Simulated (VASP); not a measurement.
Set up this calculation in VASP 6.6.1, as the native input.

* Task: single point
* Functional: PBEsol
* Potentials or basis: VASP PAW PBE potentials, release 64 (Sn_d, O)
* Cutoff: 520 eV
* k mesh: 4 × 4 × 6
* Occupations: methfessel-paxton, width 0.05 eV
* Spin: no spin polarisation
* Dipole correction: no
* Further INCAR settings: ALGO = Normal; EDIFF = 1e-06; NBANDS = 35

The structure of SnO2 lies in POSCAR:

```
SnO2
1.0
    4.8611196212      0.0000000000      0.0000000000
    0.0000000000      4.8611196212      0.0000000000
    0.0000000000      0.0000000000      3.2693030125
Sn O
2 4
Direct
    0.0000000000      0.0000000000      0.0000000000
    0.5000000000      0.5000000000      0.5000000000
    0.3071000000      0.3071000000      0.0000000000
    0.1929000000      0.8071000000      0.5000000000
    0.6929000000      0.6929000000      0.0000000000
    0.8071000000      0.1929000000      0.5000000000
```

The input as run:

INCAR

```
PREC     = Accurate       # precision mode
ENCUT    = 520            # plane-wave cutoff, eV
EDIFF    = 1E-6           # SCF threshold, eV
ISMEAR   = 1              # smearing method
SIGMA    = 0.05           # smearing width, eV
LREAL    = False          # projectors in reciprocal space
LASPH    = True           # aspherical terms in the spheres
NELM     = 100            # most SCF steps
ALGO     = Normal         # electronic algorithm
ISIF     = 2              # what is computed and relaxed
LWAVE    = False          # write WAVECAR
LCHARG   = True           # write CHGCAR
GGA      = PS             # functional
LELF     = True           # ELF
LVHAR    = True         
NBANDS   = 35             # bands
```

KPOINTS

```
regular mesh
0
Gamma
  4 4 6
```

Potentials or basis: VASP PAW PBE potentials, release 64 (Sn_d, O).

The run is started by

```sh
$ cat potpaw_PBE.64/Sn_d/POTCAR potpaw_PBE.64/O/POTCAR > POTCAR
$ mpirun -np 1 vasp_std > vasp.out
```

It gave:

- Pressure: -9.1 GPa
- Largest force: 0.063 eV/Å
- Band gap on the k mesh: 0.33 eV

Caveat: the cell stands under tension; semilocal functionals underestimate gaps, and a narrow one can read as zero; the PAW data sets were made with another functional, which shifts forces and pressure a little; spin-orbit coupling is left out, which moves the levels of the heavy elements.

Wall time 38 s on 1 thread of Intel(R) Xeon(R) Platinum 8259CL CPU @ 2.50GHz (Skylake/Cascade Lake), on a shared host, peak memory 0.2 GiB.
